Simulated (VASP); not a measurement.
A run of VASP 6.6.1 is set up as follows.

File INCAR:

```
SYSTEM = Si2W
PREC = Accurate
ENCUT = 520
EDIFF = 1E-7
ISMEAR = 0
SIGMA = 0.1
LREAL = .False.
LASPH = .True.
NELM = 60
ALGO = Normal
ISIF = 2
LWAVE = .False.
LCHARG = .False.
GGA = PE
NBANDS = 18
```

File KPOINTS:

```
Automatic mesh
0
Gamma
  18 18 18
  0 0 0
```

File POSCAR:

```
Si2W
1.0
   -1.6145681838      1.6145681838      3.9334723147
    1.6145681838     -1.6145681838      3.9334723147
    1.6145681838      1.6145681838     -3.9334723147
Si W
2 1
Direct
    0.3345739609      0.3345739609      0.0000000000
    0.6654260391      0.6654260391      0.0000000000
    0.0000000000      0.0000000000      0.0000000000
```

Potentials or basis: VASP PAW PBE potentials, release 64 (Si, W_sv).

Command:

```bash
$ cat potpaw_PBE.64/Si/POTCAR potpaw_PBE.64/W_sv/POTCAR > POTCAR
$ mpirun -np 1 vasp_std > vasp.out
```

Task: What does it give for the band gap on the k mesh?

Result: Zero (band 11 reaches 12.49 eV, above the bottom of band 12 at 11.24 eV).

Task: What does it give for the largest force?

Result: 0.004 eV/Å.

Task: What does it give for the pressure?

Result: 0.1 GPa.

Forces in eV/Å, atoms in the order of the input:
```
Si   0.000  0.000 -0.004
Si   0.000  0.000  0.004
W    0.000  0.000  0.000
```

Caveat: spin-orbit coupling is left out, which moves the levels of the heavy elements.
